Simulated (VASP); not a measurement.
# Te2Mo (P4/mmm) in VASP: further runs

Runs on Te2Mo. Level: PBE. Tasks: single point.

Program: VASP 6.6.1. These are calculated values, not measurements. Logs are shortened: lines on timing, memory, paths and dates and some standing lists are left out, and cuts for length are marked.

## (1) The cell of the first run

The structure is tetragonal, space group P4/mmm (No. 123). Conventional cell: a = 7.028 Å, b = 7.028 Å, c = 4.818 Å, α = 90.00°, β = 90.00°, γ = 90.00°. Te (site symmetry m2m) has 3 Te at 2.88 to 2.95 Å within 3.8 Å. Mo (site symmetry 4mm) has 1 Mo at 1.91 Å within 2.5 Å.

The cell was built from a structure type or drawn by symmetry, and may not be a known phase.

## (2) Single point, PBE, collinear spin

The input, INCAR:

```
SYSTEM = Te2Mo
PREC = Accurate
ENCUT = 520
EDIFF = 1E-6
ISMEAR = 0
SIGMA = 0.1
LREAL = .FALSE.
LASPH = .TRUE.
NELM = 150
ALGO = Normal
ISIF = 2
LWAVE = .FALSE.
LCHARG = .FALSE.
ISPIN = 2
MAGMOM = 0 0 0 0 1 1
LORBIT = 11
LMAXMIX = 4
GGA = PE
NBANDS = 39
```

The input, KPOINTS:

```
Automatic mesh
0
G
  4 4 4
  0 0 0
```

The input, POSCAR:

```
Te2Mo
1.0
    7.0280375747      0.0000000000      0.0000000000
    0.0000000000      7.0280375747      0.0000000000
    0.0000000000      0.0000000000      4.8182594643
Te Mo
4 2
Direct
    0.2898033637      0.0000000000      0.0000000000
    0.7101966363      0.0000000000      0.0000000000
    0.0000000000      0.7101966363      0.0000000000
    0.0000000000      0.2898033637      0.0000000000
    0.5000000000      0.5000000000      0.3020112632
    0.5000000000      0.5000000000      0.6979887368
```

Potentials or basis: VASP PAW PBE potentials, release 64 (Te, Mo_sv).

On the command line:

```sh
> cat potpaw_PBE.64/Te/POTCAR potpaw_PBE.64/Mo_sv/POTCAR > POTCAR
> mpirun -np 1 vasp_std > vasp.out
```

OUTCAR:

```text
SYSTEM = Te2Mo
   PREC = Accurate
   ENCUT = 520
   EDIFF = 1E-6
   ISMEAR = 0
   LREAL = .FALSE.
   LASPH = .TRUE.
   NELM = 150
   ISIF = 2
   ISPIN = 2
   LORBIT = 11
   GGA = PE

 ion  position               nearest neighbor table
   1  0.290  0.000  0.000-   3 2.88   4 2.88   2 2.95
   2  0.710  0.000  0.000-   3 2.88   4 2.88   1 2.95
   3  0.000  0.710  0.000-   1 2.88   2 2.88   4 2.95
   4  0.000  0.290  0.000-   1 2.88   2 2.88   3 2.95
   5  0.500  0.500  0.302-   6 1.91   6 2.91
   6  0.500  0.500  0.698-   5 1.91   5 2.91

  LATTYP: Found a simple tetragonal cell.
 ALAT       =     7.0280375747
 C/A-ratio  =     0.6855767934

  Lattice vectors:

 A1 = (   7.0280375747,   0.0000000000,   0.0000000000)
 A2 = (   0.0000000000,   7.0280375747,   0.0000000000)
 A3 = (   0.0000000000,   0.0000000000,   4.8182594643)

Analysis of symmetry for initial positions (statically):
=====================================================================
 Subroutine PRICEL returns:
 Original cell was already a primitive cell.

 Routine SETGRP: Setting up the symmetry group for a
 simple tetragonal supercell.

 Subroutine GETGRP returns: Found 16 space group operations
 (whereof 16 operations were pure point group operations)
 out of a pool of 16 trial point group operations.

The static configuration has the point symmetry D_4h.

Analysis of symmetry for dynamics (positions and initial velocities):
=====================================================================
 Subroutine PRICEL returns:
 Original cell was already a primitive cell.

 Routine SETGRP: Setting up the symmetry group for a
 simple tetragonal supercell.

 Subroutine GETGRP returns: Found 16 space group operations
 (whereof 16 operations were pure point group operations)
 out of a pool of 16 trial point group operations.

The dynamic configuration has the point symmetry D_4h.

Analysis of structural, dynamic, and magnetic symmetry:
=====================================================================
 Subroutine PRICEL returns:
 Original cell was already a primitive cell.

 Routine SETGRP: Setting up the symmetry group for a
 simple tetragonal supercell.

 Subroutine GETGRP returns: Found 16 space group operations
 (whereof 16 operations were pure point group operations)
 out of a pool of 16 trial point group operations.

The overall configuration has the point symmetry D_4h.

 Subroutine INISYM returns: Found 16 space group operations
 (whereof 16 operations are pure point group operations),
 and found     1 'primitive' translations

----------------------------------------------------------------------------------------

                                     Primitive cell

  volume of cell :     237.9898

  direct lattice vectors                    reciprocal lattice vectors
     7.028037575  0.000000000  0.000000000     0.142287230  0.000000000  0.000000000
     0.000000000  7.028037575  0.000000000     0.000000000  0.142287230  0.000000000
     0.000000000  0.000000000  4.818259464     0.000000000  0.000000000  0.207543825

  length of vectors
     7.028037575  7.028037575  4.818259464     0.142287230  0.142287230  0.207543825

  position of ions in fractional coordinates (direct lattice)
     0.289803364  0.000000000  0.000000000
     0.710196636  0.000000000  0.000000000
     0.000000000  0.710196636  0.000000000
     0.000000000  0.289803364  0.000000000
     0.500000000  0.500000000  0.302011263
     0.500000000  0.500000000  0.697988737

  ion indices of the primitive-cell ions
   primitive index   ion index
                 1           1
                 2           2
                 3           3
                 4           4
                 5           5
                 6           6

[... 24 lines left out ...]
 Found     18 irreducible k-points:

 Following reciprocal coordinates:
            Coordinates               Weight
  0.000000  0.000000  0.000000      1.000000
  0.250000  0.000000  0.000000      4.000000
  0.500000  0.000000  0.000000      2.000000
  0.250000  0.250000  0.000000      4.000000
  0.500000  0.250000  0.000000      4.000000
  0.500000  0.500000  0.000000      1.000000
[... 10 lines left out ...]
  0.500000  0.250000  0.500000      4.000000
  0.500000  0.500000  0.500000      1.000000
   k-points           NKPTS =     18   k-points in BZ     NKDIM =     18   number of bands    NBANDS=     39
   number of dos      NEDOS =    301   number of ions     NIONS =      6
   total plane-waves  NPLWV = 104976
   dimension x,y,z NGX =    54 NGY =   54 NGZ =   36
   dimension x,y,z NGXF=   108 NGYF=  108 NGZF=   72
   ions per type =               4   2
   NGX,Y,Z   is equivalent  to a cutoff of  12.77, 12.77, 12.42 a.u.
   NGXF,Y,Z  is equivalent  to a cutoff of  25.55, 25.55, 24.84 a.u.
 SYSTEM =  Te2Mo
   PREC   = accura    normal or accurate (medium, high low for compatibility)
   ISTART =      0    job   : 0-new  1-cont  2-samecut
   ICHARG =      2    charge: 1-file 2-atom 10-const
   ISPIN  =      2    spin polarized calculation?
   LNONCOLLINEAR =      F non collinear calculations
   LSORBIT =      F    spin-orbit coupling
   LASPH  =      T    aspherical Exc in radial PAW
   ENCUT  =  520.0 eV  38.22 Ry    6.18 a.u.  13.07 13.07  8.96*2*pi/ulx,y,z
   NELM   =    150;   NELMIN=  2; NELMDL= -5     # of ELM steps
   EDIFF  = 0.1E-05   stopping-criterion for ELM
   LREAL  =      F    real-space projection
   EDIFFG = 0.1E-04   stopping-criterion for IOM
   NSW    =      0    number of steps for IOM
   IBRION =     -1    ionic relax: 0-MD 1-quasi-New 2-CG
   NFREE  =      0    steps in history (QN), initial steepest desc. (CG)
   ISIF   =      2    stress and relaxation
   ISYM   =      2    0-nonsym 1-usesym 2-fastsym
   POTIM  = 0.5000    time-step for ionic-motion
   TEBEG  =    0.0;   TEEND  =   0.0 temperature during run
   PSTRESS=    0.0 pullay stress
   NELECT =      52.0000    total number of electrons
   NUPDOWN=      -1.0000    fix difference up-down
   EMIN   =  10.00;   EMAX   =-10.00  energy-range for DOS
   EFERMI =   0.00;   METHOD = LEGACY
   ISMEAR =     0;   SIGMA  =   0.10  broadening in eV -4-tet -1-fermi 0-gaus
   EFERMI_NEDOS =   21; number of points for ismear=-14 and -15
   IALGO  =     38    algorithm
   IMIX   =      4    mixing-type and parameters
     AMIX     =   0.40;   BMIX     =  1.00
     AMIX_MAG =   1.60;   BMIX_MAG =  1.00
  volume/ion in A,a.u.               =      39.66       267.67
  Fermi-wavevector in a.u.,A,eV,Ry     =   0.986029  1.863325 13.228317  0.972254
  Thomas-Fermi vector in A             =   2.117380
   LORBIT       =     11    0 simple, 1 ext, 2 COOP (PROOUT), +10 PAW based schemes
   GGA     = PE    functional components
   LHFCALC =     F    Hartree Fock is set to
   AEXX    =    0.0000 exact exchange contribution
   IVDW    =     0    specifies the selected vdW correction
   LEPSILON=     F    determine dielectric tensor
   LRPA    =     F    only Hartree local field effects (RPA)
 spin polarized calculation
 Gauss-broadening in eV      SIGMA  =   0.10
  energy-cutoff  :      520.00
  volume of cell :      237.99
 maximum number of plane-waves:      6440
 NGX is ok and might be reduce to    54
   NGX = 27   NGY = 27   NGZ = 17

 number of electron      51.9999997 magnetization      -0.0014261

 number of electron      51.9999997 magnetization       0.0003298

 Free energy of the ion-electron system (eV)
  ---------------------------------------------------
  ext. energy  EPLUGINS =         0.00000000
  ---------------------------------------------------
  free energy    TOTEN  =       -26.62625024 eV

  energy without entropy =      -26.59777198  energy(sigma->0) =      -26.61201111

 E-fermi :   3.7070     XC(G=0):  -8.1979

 val. band max:        3.7027172352   @ k =   0.5000   0.5000   0.2500
 cond. band min:       3.7108011803   @ k =   0.2500   0.0000   0.0000
 fundamental gap:      0.0080839451
 Fermi energy:         3.7069809323

 spin component 1

 k-point     1 :       0.0000    0.0000    0.0000
  band No.  band energies     occupation
      1     -58.2204      1.00000
      2     -56.4704      1.00000
      3     -34.7131      1.00000
      4     -31.8081      1.00000
      5     -31.8081      1.00000
      6     -30.7296      1.00000
[... 727 lines left out ...]
     37       8.3866      0.00000
     38       9.1793      0.00000
 Fermi energy:         3.7069809323

 spin component 2

 k-point     1 :       0.0000    0.0000    0.0000
  band No.  band energies     occupation
      1     -58.2204      1.00000
      2     -56.4704      1.00000
      3     -34.7131      1.00000
      4     -31.8081      1.00000
      5     -31.8081      1.00000
      6     -30.7296      1.00000
[... 727 lines left out ...]
     37       8.3867      0.00000
     38       9.1793      0.00000
 [bands above 38 left out]

------------------------ aborting loop because EDIFF is reached ----------------------------------------

  FORCE on cell =-STRESS in cart. coord.  units (eV):
  Direction    XX          YY          ZZ          XY          YZ          ZX
  --------------------------------------------------------------------------------------
  -------------------------------------------------------------------------------------
  Total        0.2560280      0.2560280      1.8774726      0.0000000     -0.0000000      0.0000000
  in kB        1.7236131      1.7236131     12.6393826      0.0000000     -0.0000000      0.0000000
  external PRESSURE =       5.3622029 kB  Pullay stress =       0.0000000 kB

 VOLUME and BASIS-vectors are now :
 -----------------------------------------------------------------------------
  energy-cutoff  :      520.00
  volume of cell :      237.99
      direct lattice vectors                 reciprocal lattice vectors
     7.028037575  0.000000000  0.000000000     0.142287230  0.000000000  0.000000000
     0.000000000  7.028037575  0.000000000     0.000000000  0.142287230  0.000000000
     0.000000000  0.000000000  4.818259464     0.000000000  0.000000000  0.207543825

 POSITION                                       TOTAL-FORCE (eV/Angst)
 -----------------------------------------------------------------------------------
      2.03675      0.00000      0.00000         0.001985     -0.000000     -0.000000
      4.99129      0.00000      0.00000        -0.001985      0.000000      0.000000
      0.00000      4.99129      0.00000         0.000000     -0.001985      0.000000
      0.00000      2.03675      0.00000         0.000000      0.001985      0.000000
      3.51402      3.51402      1.45517         0.000000     -0.000000     -1.015272
      3.51402      3.51402      3.36309         0.000000      0.000000      1.015272
 -----------------------------------------------------------------------------------
    total drift:                                0.000000      0.000000     -0.000000

  FREE ENERGIE OF THE ION-ELECTRON SYSTEM (eV)
  ---------------------------------------------------
  free  energy   TOTEN  =       -26.6262502369 eV

  energy  without entropy=      -26.5977719821  energy(sigma->0) =      -26.61201111

 total charge

# of ion       s       p       d       tot
------------------------------------------
    1        1.436   1.815   0.043   3.293
    2        1.436   1.815   0.043   3.293
    3        1.436   1.815   0.043   3.293
    4        1.436   1.815   0.043   3.293
    5        2.267   6.052   4.592  12.911
    6        2.267   6.052   4.592  12.911
--------------------------------------------------
tot         10.276  19.364   9.354  38.994

 magnetization (x)

# of ion       s       p       d       tot
------------------------------------------
    1       -0.000   0.000   0.000   0.000
    2       -0.000   0.000   0.000   0.000
    3       -0.000   0.000   0.000   0.000
    4       -0.000   0.000   0.000   0.000
    5        0.000   0.000   0.000   0.000
    6        0.000   0.000   0.000   0.000
--------------------------------------------------
tot          0.000   0.000   0.000   0.000
```

Wall time 3.4 min (1 thread of Intel Xeon Platinum 8488C (Sapphire Rapids), shared host); peak memory 0.52 GiB.

What came out:

- Free energy: -26.6263 eV
- Pressure: 0.5 GPa
- Largest force: 1.015 eV/Å
- Band gap on the k mesh: zero (filled and empty bands overlap)
- Net moment: 0.00 μB per cell
- Valence electrons inside the program's atomic spheres: Te 3.29; Mo 12.91

Forces in eV/Å, atoms in the order of the input:
```
Te   0.002  0.000  0.000
Te  -0.002  0.000  0.000
Te   0.000 -0.002  0.000
Te   0.000  0.002  0.000
Mo   0.000  0.000 -1.015
Mo   0.000  0.000  1.015
```

Stress tensor (GPa, compression positive):
```
0.17 0.00 0.00
0.00 0.17 0.00
0.00 0.00 1.26
```

Caveat: atoms lie so close that the PAW spheres overlap strongly, which falsifies energies and pressures; spin-orbit coupling is left out, which moves the levels of the heavy elements; forces of over 1 eV/Å act on the atoms, so gaps and moduli don't describe the material at rest.

## (3) Single point, PBE

The input, INCAR:

```
SYSTEM = Te2Mo
  PREC = Accurate
  ENCUT = 520
  EDIFF = 1E-6
  ISMEAR = 0
  SIGMA = 0.1
  LREAL = .FALSE.
  LASPH = .TRUE.
  NELM = 60
  ALGO = Normal
  ISIF = 2
  LWAVE = .FALSE.
  LCHARG = .TRUE.
  GGA = PE
  LELF = .TRUE.
  LVHAR = .TRUE.
  NBANDS = 35
```

KPOINTS is that of step 2.

POSCAR is that of step 2.

Potentials or basis: VASP PAW PBE potentials, release 64 (Te, Mo_sv).

On the command line:

```sh
> cat potpaw_PBE.64/Te/POTCAR potpaw_PBE.64/Mo_sv/POTCAR > POTCAR
> mpirun -np 1 vasp_std > vasp.out
```

OUTCAR:

```text
SYSTEM = Te2Mo
   PREC = Accurate
   ENCUT = 520
   EDIFF = 1E-6
   ISMEAR = 0
   LREAL = .FALSE.
   LASPH = .TRUE.
   NELM = 60
   ISIF = 2
   GGA = PE

 ion  position               nearest neighbor table
   1  0.290  0.000  0.000-   3 2.88   4 2.88   2 2.95
   2  0.710  0.000  0.000-   3 2.88   4 2.88   1 2.95
   3  0.000  0.710  0.000-   1 2.88   2 2.88   4 2.95
   4  0.000  0.290  0.000-   1 2.88   2 2.88   3 2.95
   5  0.500  0.500  0.302-   6 1.91   6 2.91
   6  0.500  0.500  0.698-   5 1.91   5 2.91
[... 883 lines left out ...]
  -------------------------------------------------------------------------------------
  Total        0.2528079      0.2528079      1.8751178      0.0000000      0.0000000      0.0000000
  in kB        1.7019348      1.7019348     12.6235296      0.0000000      0.0000000      0.0000000
  external PRESSURE =       5.3424664 kB  Pullay stress =       0.0000000 kB

 VOLUME and BASIS-vectors are now :
 -----------------------------------------------------------------------------
  energy-cutoff  :      520.00
  volume of cell :      237.99
      direct lattice vectors                 reciprocal lattice vectors
     7.028037575  0.000000000  0.000000000     0.142287230  0.000000000  0.000000000
     0.000000000  7.028037575  0.000000000     0.000000000  0.142287230  0.000000000
     0.000000000  0.000000000  4.818259464     0.000000000  0.000000000  0.207543825

 POSITION                                       TOTAL-FORCE (eV/Angst)
 -----------------------------------------------------------------------------------
      2.03675      0.00000      0.00000         0.001964      0.000000      0.000000
      4.99129      0.00000      0.00000        -0.001964      0.000000      0.000000
      0.00000      4.99129      0.00000         0.000000     -0.001964      0.000000
      0.00000      2.03675      0.00000         0.000000      0.001964      0.000000
      3.51402      3.51402      1.45517         0.000000      0.000000     -1.015275
      3.51402      3.51402      3.36309        -0.000000     -0.000000      1.015275
 -----------------------------------------------------------------------------------
    total drift:                                0.000000      0.000000     -0.000000

  FREE ENERGIE OF THE ION-ELECTRON SYSTEM (eV)
  ---------------------------------------------------
  free  energy   TOTEN  =       -26.6262502771 eV

  energy  without entropy=      -26.5977730512  energy(sigma->0) =      -26.61201166
```

Run time: 3.3 min. Hardware: 1 thread of Intel Xeon 8259CL, shared host; peak memory 0.38 GiB.

What came out:

```
Free energy            : -26.6263 eV
Pressure               : 0.5 GPa
Largest force          : 1.015 eV/Å
Band gap on the k mesh : zero (bands 26 and 27 overlap by 0.59 eV)
```

Forces on the atoms (eV/Å):
```
Te   0.002  0.000  0.000
Te  -0.002  0.000  0.000
Te   0.000 -0.002  0.000
Te   0.000  0.002  0.000
Mo   0.000  0.000 -1.015
Mo   0.000  0.000  1.015
```

Caveat: atoms lie so close that the PAW spheres overlap strongly, which falsifies energies and pressures; spin-orbit coupling is left out, which moves the levels of the heavy elements; forces of over 1 eV/Å act on the atoms, so gaps and moduli don't describe the material at rest.
